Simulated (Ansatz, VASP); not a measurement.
**One calculation of SnTe, two programs**

POSCAR

```
SnTe
1.0
    0.0000000000      3.0617571316      3.0617571316
    3.0617571316      0.0000000000      3.0617571316
    3.0617571316      3.0617571316      0.0000000000
Sn Te
1 1
Direct
    0.0000000000      0.0000000000      0.0000000000
    0.5000000000      0.5000000000      0.5000000000
```

The input INCAR.step1:

```
  PREC = Accurate
  ENCUT = 520
  ISMEAR = -1
  SIGMA = 0.02
  LREAL = F
  LASPH = T
  NELM = 80
  NBANDS = 17
  GGA = PE
  ALGO = Normal
  EDIFF = 1E-4
  LWAVE = T
  LCHARG = F
```

INCAR.step2

```
  PREC = Accurate
  ENCUT = 520
  EDIFF = 1E-6
  ISMEAR = -1
  SIGMA = 0.02
  LREAL = F
  LASPH = T
  NELM = 80
  ALGO = Normal
  ISIF = 2
  LWAVE = F
  LCHARG = F
  METAGGA = R2SCAN
  LMIXTAU = T
  NBANDS = 17
  ISTART = 1
```

Contents of KPOINTS:

```
regular mesh
0
Gamma
  8 8 8
```

Input for Ansatz:

```yaml
crystal:
  lattice:
    - [0.0, 3.0617571316, 3.0617571316]
    - [3.0617571316, 0.0, 3.0617571316]
    - [3.0617571316, 3.0617571316, 0.0]
  atoms:
    - { symbol: Sn, position: [0.0, 0.0, 0.0] }
    - { symbol: Te, position: [0.5, 0.5, 0.5] }
kpoints:
  mp_grid: { grid: [8, 8, 8] }
  band_path:
    path:
      - [0.0, 0.0, 0.0]
      - [0.5, 0.0, 0.5]
      - [0.625, 0.25, 0.625]
      - [0.375, 0.375, 0.75]
      - [0.5, 0.5, 0.5]
      - [0.5, 0.25, 0.75]
      - [-0.020833, -0.019857, 0.49528]
    npoints: 1
hamiltonian:
  xc: r2scan
scf:
  occupations: { method: fermi_dirac, width: 0.02 }
  n_extra_bands: 4
output:
  forces: true
  stress: true
  eigenvalues: true
```

Change from the starting cell: hydrostatic strain -4.0%.

Alike in both runs: task single point; functional r2SCAN; k mesh 8 × 8 × 8; occupations fermi-dirac, width 0.02 eV; no spin polarisation.

```csv
,VASP,Ansatz
version,VASP 6.6.1,Ansatz 0.2.0
potentials or method,"VASP PAW PBE potentials, release 64 (Sn_d, Te)","plane waves, PAW"
plane-wave cutoff (eV),520,500
valence electrons in the cell,20,30
```

|  | VASP | Ansatz | Ansatz less VASP |
| --- | --- | --- | --- |
| pressure (GPa) | 6.8 | 6.8 | -0.04 |

VASP's potentials were made for PBE, not for r2SCAN. VASP's potentials hold 20 valence electrons a cell and Ansatz's 30, so a difference there can come from the potentials and not from the codes.

Spin-orbit coupling is off throughout.
